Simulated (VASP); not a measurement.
**Bi2H3: single point with PBE**

Bi2H3:

```
Bi H
1.0
     5.30528    0.00000    0.00000
    -2.65264    4.59451    0.00000
     0.00000    0.00000    4.11380
Bi H
2 3
Direct
  0.33333 0.66667 0.00000
  0.66667 0.33333 0.00000
  0.33333 0.66667 0.50000
  0.66667 0.33333 0.50000
  0.00000 0.00000 0.50000
```

```json
{"Program": "VASP 6.6.1", "Task": "single point", "Functional": "PBE", "Potentials or basis": "VASP PAW PBE potentials, release 64 (Bi_d, H)", "Cutoff": "520 eV", "k mesh": "6 × 6 × 4", "Occupations": "gaussian, width 0.1 eV", "Spin": "no spin polarisation", "Dipole correction": "no", "Further INCAR settings": "ALGO = Normal; EDIFF = 1e-07; NBANDS = 24"}
```

The pressure is 0.0 GPa.

Levels at points of the mesh, in eV from the Fermi level:
```
           k point  band 14  band 15  band 16  band 17  band 18  band 19  band 20  band 21
(0.00, 0.00, 0.00)    -2.39    -1.26    -0.53    -0.25     1.13     1.33     1.33     2.83
(0.50, 0.00, 0.00)    -2.56    -0.52    -0.12     0.38     1.40     1.47     2.73     4.05
(0.00, 0.00, 0.50)    -4.37    -1.88    -1.88     0.04     2.14     2.14     5.38     5.38
(0.50, 0.00, 0.50)    -5.17    -2.61    -1.05    -0.56     3.36     4.30     4.70     6.38
```

It took 65 s on 1 thread of Oxide Virtual Turin-like Processor, on a shared host, peak memory 0.19 GiB.

Caveat: the k points lie up to 0.38 Å⁻¹ apart; spin-orbit coupling is left out, which moves the levels of the heavy elements.
